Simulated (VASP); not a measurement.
Wanted: the native input for a VASP 6.6.1 run.

```
Task                   : single point
Functional             : PBE
Potentials or basis    : VASP PAW PBE potentials, release 64 (Be, S)
Cutoff                 : 520 eV
k mesh                 : 10 × 10 × 6
Occupations            : gaussian, width 0.01 eV
Spin                   : no spin polarisation
Dipole correction      : no
Further INCAR settings : ALGO = Normal; EDIFF = 1e-06; NBANDS = 19
```

The structure of Be2S3 lies in POSCAR:

```
Be2S3
1.0
    3.5498007959      0.0000000000      0.0000000000
    0.0000000000      3.5498007959      0.0000000000
    0.0000000000      0.0000000000      6.6457747610
Be S
2 3
Direct
    0.5000000000      0.0000000000      0.8144977820
    0.0000000000      0.5000000000      0.1855022180
    0.5000000000      0.5000000000      0.6541312609
    0.5000000000      0.5000000000      0.3458687391
    0.0000000000      0.0000000000      0.0000000000
```

The input as run:

INCAR

```
PREC     = Accurate       # precision mode
ENCUT    = 520            # plane-wave cutoff, eV
EDIFF    = 1E-6           # SCF threshold, eV
ISMEAR   = 0              # smearing method
SIGMA    = 0.01           # smearing width, eV
LREAL    = F              # projectors in reciprocal space
LASPH    = T              # aspherical terms in the spheres
NELM     = 100            # most SCF steps
ALGO     = Normal         # electronic algorithm
ISIF     = 2              # what is computed and relaxed
LWAVE    = F              # write WAVECAR
LCHARG   = T              # write CHGCAR
GGA      = PE             # functional
LELF     = T              # ELF
LVHAR    = T            
NBANDS   = 19             # bands
```

KPOINTS

```
regular mesh
0
Gamma
  10 10 6
```

Potentials or basis: VASP PAW PBE potentials, release 64 (Be, S).

Run with:

```console
$ cat potpaw_PBE.64/Be/POTCAR potpaw_PBE.64/S/POTCAR > POTCAR
$ mpirun -np 1 vasp_std > vasp.out
```

Results of the run:

* Pressure: -0.2 GPa
* Largest force: 0.115 eV/Å
* Band gap on the k mesh: 0.27 eV (least direct gap 0.82 eV)

Run time: 100 s on 1 thread of Intel(R) Xeon(R) Platinum 8259CL CPU @ 2.50GHz (Skylake/Cascade Lake), with other jobs on the host, peak memory 0.25 GiB.
